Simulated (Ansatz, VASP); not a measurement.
## I: VASP beside Ansatz

File INCAR:

```
SYSTEM = I
PREC     = Accurate       ! precision mode
ENCUT    = 520            ! plane-wave cutoff, eV
EDIFF    = 1E-6           ! SCF threshold, eV
ISMEAR   = -1             ! smearing method
SIGMA    = 0.05           ! smearing width, eV
LREAL    = .False.        ! projectors in reciprocal space
LASPH    = .True.         ! aspherical terms in the spheres
NELM     = 80             ! most SCF steps
ALGO     = Normal         ! electronic algorithm
ISIF     = 2              ! what is computed and relaxed
LWAVE    = .False.        ! write WAVECAR
LCHARG   = .False.        ! write CHGCAR
GGA      = PS             ! functional
NBANDS   = 22             ! bands
```

KPOINTS

```
Automatic mesh
0
Gamma
  7 7 3
  0 0 0
```

The input POSCAR:

```
I
1.0
    3.6350350000     -2.3950200000      0.0000000000
    3.6350350000      2.3950200000      0.0000000000
    0.0000000000      0.0000000000      9.7934400000
I
4
Direct
    0.6493000000      0.3507000000      0.3844000000
    0.1493000000      0.8507000000      0.1156000000
    0.3507000000      0.6493000000      0.6156000000
    0.8507000000      0.1493000000      0.8844000000
```

File input.yaml:

```yaml
crystal:
  lattice:
    - [3.635035, -2.39502, 0.0]
    - [3.635035, 2.39502, 0.0]
    - [0.0, 0.0, 9.79344]
  atoms:
    - { symbol: I, position: [0.6493, 0.3507, 0.3844] }
    - { symbol: I, position: [0.1493, 0.8507, 0.1156] }
    - { symbol: I, position: [0.3507, 0.6493, 0.6156] }
    - { symbol: I, position: [0.8507, 0.1493, 0.8844] }
kpoints:
  mp_grid: { grid: [7, 7, 3] }
scf:
  occupations: { method: fermi_dirac, width: 0.05 }
hamiltonian:
  xc: pbesol
  pseudopotentials: { kind: all_electron, lapw: { basis_error: 0.001 } }
output:
  forces: true
  stress: true
  eigenvalues: true
```

Alike in both runs: task single point; functional PBEsol; k mesh 7 × 7 × 3; occupations fermi-dirac, width 0.05 eV; no spin polarisation.

|  | VASP | Ansatz |
| --- | --- | --- |
| version | VASP 6.6.1 | Ansatz 0.2.0 |
| potentials or method | VASP PAW PBE potentials, release 64 (I), cutoff 520 eV | all-electron LAPW, scalar-relativistic |

Ansatz gave:

```
gap on the k mesh at the Fermi level (eV)                     : 1.29
least direct gap on the mesh (eV)                             : 1.38
pressure (GPa)                                                : 0.1
traceless stress, the component that is largest in VASP (GPa) : 0.58
rms of the force components (eV/Å)                            : 0.438
```

**Question.** Which values does VASP return?

**Answer.** gap on the k mesh at the Fermi level (eV): 1.29; least direct gap on the mesh (eV): 1.37; pressure (GPa): 0.1; traceless stress, the component that is largest in VASP (GPa): 0.58; rms of the force components (eV/Å): 0.442.

VASP's potentials were made for PBE, not for PBEsol. Atom by atom the forces differ by 0.003 eV/Å (rms over components). Ansatz ran all-electron here, and VASP with PAW potentials.

Neither program's run includes spin-orbit coupling.
